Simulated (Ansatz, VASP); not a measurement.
This is a calculation of BaS for VASP 6.6.1.

Contents of INCAR:

```
SYSTEM = BaS
PREC     = Accurate       ! precision mode
ENCUT    = 600            ! plane-wave cutoff, eV
EDIFF    = 1E-7           ! SCF threshold, eV
ISMEAR   = -1             ! smearing method
SIGMA    = 0.05           ! smearing width, eV
LREAL    = .False.        ! projectors in reciprocal space
LASPH    = .True.         ! aspherical terms in the spheres
NELM     = 60             ! most SCF steps
ALGO     = Normal         ! electronic algorithm
ISIF     = 3              ! what is computed and relaxed
LWAVE    = .False.        ! write WAVECAR
LCHARG   = .False.        ! write CHGCAR
GGA      = RE             ! functional
IBRION   = 2              ! ionic algorithm
NSW      = 80             ! ionic steps
EDIFFG   = -0.01          ! ionic threshold
```

KPOINTS

```
Automatic mesh
0
Gamma
  7 7 7
  0 0 0
```

File POSCAR:

```
BaS
1.0
    0.0000000000      3.1937500000      3.1937500000
    3.1937500000      0.0000000000      3.1937500000
    3.1937500000      3.1937500000      0.0000000000
Ba S
1 1
Direct
    0.0000000000      0.0000000000      0.0000000000
    0.5000000000      0.5000000000      0.5000000000
```

Potentials or basis: VASP PAW PBE potentials, release 64 (Ba_sv, S).

Command:

```console
$ cat potpaw_PBE.64/Ba_sv/POTCAR potpaw_PBE.64/S/POTCAR > POTCAR
$ mpirun -np 1 vasp_std > vasp.out
```

Problem. Translate it to Ansatz 0.2.0. Potentials there: all-electron LAPW, scalar-relativistic.

Solution. As run (the cutoff follows the program's own potentials):

The input input.yaml:

```yaml
crystal:
  lattice:
    - [0.0, 3.19375, 3.19375]
    - [3.19375, 0.0, 3.19375]
    - [3.19375, 3.19375, 0.0]
  atoms:
    - { symbol: Ba, position: [0.0, 0.0, 0.0] }
    - { symbol: S, position: [0.5, 0.5, 0.5] }
kpoints:
  mp_grid: { grid: [7, 7, 7] }
scf:
  occupations: { method: fermi_dirac, width: 0.05 }
hamiltonian:
  xc: revpbe
  pseudopotentials: { kind: all_electron, lapw: { basis_error: 0.001 } }
output:
  forces: true
  stress: true
relax:
  f_tol: 0.01
  max_steps: 60
  cell: {}
```

Potentials or basis: all-electron LAPW, scalar-relativistic.

Launch:

```bash
$ ansatz run input.yaml --threads 1 --pin off --max-ram 3072MiB --backend cpu --events-out ev --progress --plain --runs-dir out
```

Both were run:

|  | VASP | Ansatz | Ansatz less VASP |
| --- | --- | --- | --- |
| relaxed volume (Å³/atom) | 34.59 | 34.18 | -0.408 |
| relaxed cell length with the largest relative difference (Å) | 4.608 | 4.590 | -0.0182 |

VASP's potentials were made for PBE, not for revPBE. Ansatz ran all-electron here, and VASP with PAW potentials.

Spin-orbit coupling is off throughout.
